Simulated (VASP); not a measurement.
# Si (Fd-3m) in VASP: notebook

Runs on Si. Level: PBE. Tasks: single point.

Program: VASP 6.6.1. These are calculated values, not measurements. Logs are shortened: lines on timing, memory, paths and dates and some standing lists are left out, and cuts for length are marked.

### 1 The cell of the first run

It takes space group Fd-3m (No. 227, cubic). Conventional cell: a = 5.470 Å, b = 5.470 Å, c = 5.470 Å, α = 90.00°, β = 90.00°, γ = 90.00°. Si (site symmetry -43m) has 4 Si at 2.37 Å within 3.1 Å.

### 2 Single point, PBE

Contents of INCAR:

```
  PREC = Accurate
  ENCUT = 500
  EDIFF = 1E-6
  ISMEAR = 0
  SIGMA = 0.01
  LREAL = F
  LASPH = T
  NELM = 120
  ALGO = Normal
  ISIF = 2
  LWAVE = F
  LCHARG = F
  GGA = PE
  NBANDS = 11
  GGA_COMPAT = F
```

Contents of KPOINTS:

```
Automatic mesh
0
Gamma
  9 9 9
```

Contents of POSCAR:

```
Si
1.0
    0.0000000000      2.7348634831      2.7348634831
    2.7348634831      0.0000000000      2.7348634831
    2.7348634831      2.7348634831      0.0000000000
Si
2
Direct
    0.7500000000      0.7500000000      0.7500000000
    0.5000000000      0.5000000000      0.5000000000
```

Potentials or basis: VASP PAW PBE potentials, release 64 (Si).

Run with:

```sh
$ cat potpaw_PBE.64/Si/POTCAR > POTCAR
$ mpirun -np 1 vasp_std > vasp.out
```

OUTCAR:

```text
PREC = Accurate
   ENCUT = 500
   EDIFF = 1E-6
   ISMEAR = 0
   LREAL = F
   LASPH = T
   NELM = 120
   ISIF = 2
   GGA = PE

 ion  position               nearest neighbor table
   1  0.750  0.750  0.750-   2 2.37   2 2.37   2 2.37   2 2.37
   2  0.500  0.500  0.500-   1 2.37   1 2.37   1 2.37   1 2.37

  LATTYP: Found a face centered cubic cell.
 ALAT       =     5.4697269662

  Lattice vectors:

 A1 = (   0.0000000000,   2.7348634831,   2.7348634831)
 A2 = (   2.7348634831,   0.0000000000,   2.7348634831)
 A3 = (   2.7348634831,   2.7348634831,   0.0000000000)

Analysis of symmetry for initial positions (statically):
=====================================================================
 Subroutine PRICEL returns:
 Original cell was already a primitive cell.

 Routine SETGRP: Setting up the symmetry group for a
 face centered cubic supercell.

 Subroutine GETGRP returns: Found 48 space group operations
 (whereof 24 operations were pure point group operations)
 out of a pool of 48 trial point group operations.

The static configuration has the point symmetry T_d .
 The point group associated with its full space group is O_h .

Analysis of symmetry for dynamics (positions and initial velocities):
=====================================================================
 Subroutine PRICEL returns:
 Original cell was already a primitive cell.

 Routine SETGRP: Setting up the symmetry group for a
 face centered cubic supercell.

 Subroutine GETGRP returns: Found 48 space group operations
 (whereof 24 operations were pure point group operations)
 out of a pool of 48 trial point group operations.

The dynamic configuration has the point symmetry T_d .
 The point group associated with its full space group is O_h .

 Subroutine INISYM returns: Found 48 space group operations
 (whereof 24 operations are pure point group operations),
 and found     1 'primitive' translations

----------------------------------------------------------------------------------------

                                     Primitive cell

  volume of cell :      40.9107

  direct lattice vectors                    reciprocal lattice vectors
     0.000000000  2.734863483  2.734863483    -0.182824482  0.182824482  0.182824482
     2.734863483  0.000000000  2.734863483     0.182824482 -0.182824482  0.182824482
     2.734863483  2.734863483  0.000000000     0.182824482  0.182824482 -0.182824482

  length of vectors
     3.867681029  3.867681029  3.867681029     0.316661292  0.316661292  0.316661292

  position of ions in fractional coordinates (direct lattice)
     0.750000000  0.750000000  0.750000000
     0.500000000  0.500000000  0.500000000

  ion indices of the primitive-cell ions
   primitive index   ion index
                 1           1
                 2           2

----------------------------------------------------------------------------------------

 KPOINTS: Automatic mesh

Automatic generation of k-mesh.
 Grid dimensions read from file:
 generate k-points for:    9    9    9

 Generating k-lattice:

  Cartesian coordinates                     Fractional coordinates (reciprocal lattice)
    -0.020313831  0.020313831  0.020313831     0.111111111  0.000000000  0.000000000
     0.020313831 -0.020313831  0.020313831     0.000000000  0.111111111  0.000000000
     0.020313831  0.020313831 -0.020313831     0.000000000  0.000000000  0.111111111

  Length of vectors
     0.035184588  0.035184588  0.035184588

  Shift w.r.t. Gamma in fractional coordinates (k-lattice)
     0.000000000  0.000000000  0.000000000

 Subroutine IBZKPT returns following result:
 ===========================================

 Found     35 irreducible k-points:

 Following reciprocal coordinates:
            Coordinates               Weight
  0.000000  0.000000  0.000000      1.000000
  0.111111  0.000000  0.000000      8.000000
  0.222222  0.000000  0.000000      8.000000
  0.333333  0.000000  0.000000      8.000000
  0.444444  0.000000  0.000000      8.000000
  0.111111  0.111111  0.000000      6.000000
[... 16 lines left out ...]
 -0.333333  0.333333  0.000000     12.000000
  0.444444  0.444444  0.000000      6.000000
 [... further k-points ...]
   k-points           NKPTS =     35   k-points in BZ     NKDIM =     35   number of bands    NBANDS=     11
   number of dos      NEDOS =    301   number of ions     NIONS =      2
   total plane-waves  NPLWV =  21952
   dimension x,y,z NGX =    28 NGY =   28 NGZ =   28
   dimension x,y,z NGXF=    56 NGYF=   56 NGZF=   56
   ions per type =               2
   NGX,Y,Z   is equivalent  to a cutoff of  12.04, 12.04, 12.04 a.u.
   NGXF,Y,Z  is equivalent  to a cutoff of  24.07, 24.07, 24.07 a.u.
 SYSTEM =  unknown system
   PREC   = accura    normal or accurate (medium, high low for compatibility)
   ISTART =      0    job   : 0-new  1-cont  2-samecut
   ICHARG =      2    charge: 1-file 2-atom 10-const
   ISPIN  =      1    spin polarized calculation?
   LNONCOLLINEAR =      F non collinear calculations
   LSORBIT =      F    spin-orbit coupling
   LASPH  =      T    aspherical Exc in radial PAW
   ENCUT  =  500.0 eV  36.75 Ry    6.06 a.u.   7.05  7.05  7.05*2*pi/ulx,y,z
   NELM   =    120;   NELMIN=  2; NELMDL= -5     # of ELM steps
   EDIFF  = 0.1E-05   stopping-criterion for ELM
   LREAL  =      F    real-space projection
   EDIFFG = 0.1E-04   stopping-criterion for IOM
   NSW    =      0    number of steps for IOM
   IBRION =     -1    ionic relax: 0-MD 1-quasi-New 2-CG
   NFREE  =      0    steps in history (QN), initial steepest desc. (CG)
   ISIF   =      2    stress and relaxation
   ISYM   =      2    0-nonsym 1-usesym 2-fastsym
   POTIM  = 0.5000    time-step for ionic-motion
   TEBEG  =    0.0;   TEEND  =   0.0 temperature during run
   PSTRESS=    0.0 pullay stress
   NELECT =       8.0000    total number of electrons
   NUPDOWN=      -1.0000    fix difference up-down
   EMIN   =  10.00;   EMAX   =-10.00  energy-range for DOS
   EFERMI =   0.00;   METHOD = LEGACY
   ISMEAR =     0;   SIGMA  =   0.01  broadening in eV -4-tet -1-fermi 0-gaus
   EFERMI_NEDOS =   21; number of points for ismear=-14 and -15
   IALGO  =     38    algorithm
   IMIX   =      4    mixing-type and parameters
     AMIX     =   0.40;   BMIX     =  1.00
     AMIX_MAG =   1.60;   BMIX_MAG =  1.00
  volume/ion in A,a.u.               =      20.46       138.04
  Fermi-wavevector in a.u.,A,eV,Ry     =   0.950224  1.795662 12.285041  0.902925
  Thomas-Fermi vector in A             =   2.078580
   LORBIT       =      0    0 simple, 1 ext, 2 COOP (PROOUT), +10 PAW based schemes
   GGA     = PE    functional components
   LHFCALC =     F    Hartree Fock is set to
   AEXX    =    0.0000 exact exchange contribution
   IVDW    =     0    specifies the selected vdW correction
   LEPSILON=     F    determine dielectric tensor
   LRPA    =     F    only Hartree local field effects (RPA)
 non-spin polarized calculation
 Gauss-broadening in eV      SIGMA  =   0.01
  energy-cutoff  :      500.00
  volume of cell :       40.91
 maximum number of plane-waves:      1049
   NGX = 15   NGY = 15   NGZ = 15

 number of electron       8.0000000 magnetization

 Free energy of the ion-electron system (eV)
  ---------------------------------------------------
  ext. energy  EPLUGINS =         0.00000000
  ---------------------------------------------------
  free energy    TOTEN  =       -10.84826017 eV

  energy without entropy =      -10.84826017  energy(sigma->0) =      -10.84826017

 E-fermi :   5.6836     XC(G=0):  -9.3250

 val. band max:        5.6109683976   @ k =   0.0000   0.0000   0.0000
 cond. band min:       6.2351116017   @ k =   0.4444   0.4444   0.0000
 fundamental gap:      0.6241432041
 Fermi energy:         5.6835785144

 k-point     1 :       0.0000    0.0000    0.0000
  band No.  band energies     occupation
      1      -6.2001      2.00000
      2       5.6110      2.00000
      3       5.6110      2.00000
      4       5.6110      2.00000
      5       8.1676      0.00000
      6       8.1676      0.00000
      7       8.1676      0.00000
      8       8.7386      0.00000
      9      13.3198      0.00000
     10      13.3198      0.00000
     11      13.4860      0.00000

 k-point     2 :       0.1111    0.0000    0.0000
  band No.  band energies     occupation
      1      -6.0415      2.00000
      2       4.2720      2.00000
      3       5.3789      2.00000
      4       5.3789      2.00000
      5       8.0988      0.00000
      6       8.5096      0.00000
      7       8.5096      0.00000
      8       9.8977      0.00000
      9      12.9139      0.00000
     10      12.9139      0.00000
     11      14.1233      0.00000

 k-point     3 :       0.2222    0.0000    0.0000
  band No.  band energies     occupation
      1      -5.5760      2.00000
      2       2.2231      2.00000
      3       4.9624      2.00000
      4       4.9624      2.00000
      5       7.6738      0.00000
      6       9.0337      0.00000
      7       9.0337      0.00000
      8      11.8792      0.00000
      9      12.6903      0.00000
     10      12.6903      0.00000
     11      14.6386      0.00000

 k-point     4 :       0.3333    0.0000    0.0000
  band No.  band energies     occupation
      1      -4.8507      2.00000
      2       0.3431      2.00000
      3       4.6289      2.00000
      4       4.6289      2.00000
      5       7.3016      0.00000
      6       9.1142      0.00000
      7       9.1142      0.00000
      8      13.3920      0.00000
      9      13.5648      0.00000
     10      13.5648      0.00000
     11      14.5883      0.00000

 k-point     5 :       0.4444    0.0000    0.0000
  band No.  band energies     occupation
      1      -4.0801      2.00000
      2      -1.0227      2.00000
      3       4.4550      2.00000
      4       4.4550      2.00000
      5       7.1012      0.00000
      6       8.9843      0.00000
      7       8.9843      0.00000
      8      13.3482      0.00000
      9      15.3131      0.00000
     10      15.3131      0.00000
     11      16.2427      0.00000
[... 211 lines left out ...]
 k-point    21 :       0.4444    0.3333    0.0000
  band No.  band energies     occupation
      1      -3.6068      2.00000
      2      -0.4116      2.00000
      3       2.5386      2.00000
      4       3.0905      2.00000
      5       6.6125      0.00000
      6       7.6724      0.00000
      7      13.0705      0.00000
      8      13.1357      0.00000
      9      16.7726      0.00000
     10      16.9298      0.00000
     11      17.3544      0.00000

 k-point    22 :      -0.4444    0.3333    0.0000
  band No.  band energies     occupation
      1      -2.8318      2.00000
      2      -1.2908      2.00000
      3       1.6572      2.00000
      4       3.1952      2.00000
      5       6.8090      0.00000
      6       9.2460      0.00000
      7      12.7688      0.00000
      8      12.8616      0.00000
      9      14.9661      0.00000
     10      15.0440      0.00000
     11      18.9906      0.00000

 k-point    23 :      -0.3333    0.3333    0.0000
  band No.  band energies     occupation
      1      -3.0051      2.00000
      2      -1.1010      2.00000
      3       1.3031      2.00000
      4       3.5432      2.00000
      5       7.1992      0.00000
      6      11.3874      0.00000
      7      12.0168      0.00000
      8      12.5788      0.00000
      9      12.9029      0.00000
     10      13.2628      0.00000
     11      19.8475      0.00000

 k-point    24 :       0.4444    0.4444    0.0000
  band No.  band energies     occupation
      1      -2.9434      2.00000
      2      -1.2604      2.00000
      3       2.8662      2.00000
      4       2.8662      2.00000
      5       6.2351      0.00000
      6       6.6354      0.00000
      7      14.8251      0.00000
      8      14.8251      0.00000
      9      17.0664      0.00000
     10      17.2497      0.00000
     11      17.2507      0.00000

 [... further k-points ...]
[... 5 lines left out ...]
  --------------------------------------------------------------------------------------
  -------------------------------------------------------------------------------------
  Total       -0.0130109     -0.0130109     -0.0130109      0.0000000      0.0000000     -0.0000000
  in kB       -0.5095447     -0.5095447     -0.5095447      0.0000000      0.0000000     -0.0000000
  external PRESSURE =      -0.5095447 kB  Pullay stress =       0.0000000 kB

 VOLUME and BASIS-vectors are now :
 -----------------------------------------------------------------------------
  energy-cutoff  :      500.00
  volume of cell :       40.91
      direct lattice vectors                 reciprocal lattice vectors
     0.000000000  2.734863483  2.734863483    -0.182824482  0.182824482  0.182824482
     2.734863483  0.000000000  2.734863483     0.182824482 -0.182824482  0.182824482
     2.734863483  2.734863483  0.000000000     0.182824482  0.182824482 -0.182824482

 POSITION                                       TOTAL-FORCE (eV/Angst)
 -----------------------------------------------------------------------------------
      4.10230      4.10230      4.10230        -0.000000     -0.000000     -0.000000
      2.73486      2.73486      2.73486         0.000000      0.000000      0.000000
 -----------------------------------------------------------------------------------
    total drift:                                0.000000      0.000000     -0.000000

  FREE ENERGIE OF THE ION-ELECTRON SYSTEM (eV)
  ---------------------------------------------------
  free  energy   TOTEN  =       -10.8482601721 eV

  energy  without entropy=      -10.8482601721  energy(sigma->0) =      -10.84826017
```

Wall time 12 s (1 thread of AMD EPYC 7R43 (Zen 3), shared host); peak memory 0.11 GiB.

What came out:

```
Free energy            : -10.8483 eV
Pressure               : -0.1 GPa
Band gap on the k mesh : 0.62 eV, indirect (least direct gap 2.56 eV)
```

Levels at points of the mesh, in eV from the valence-band top:
```
           k point  band 1  band 2  band 3  band 4  band 5  band 6  band 7  band 8  band 9
(0.00, 0.00, 0.00)  -11.81    0.00    0.00    0.00    2.56    2.56    2.56    3.13    7.71
```

A k mesh can miss the band edges. Expect the measured gap to be larger: semilocal functionals such as PBE lack the derivative discontinuity.

(Continued in part 2 of 2.)
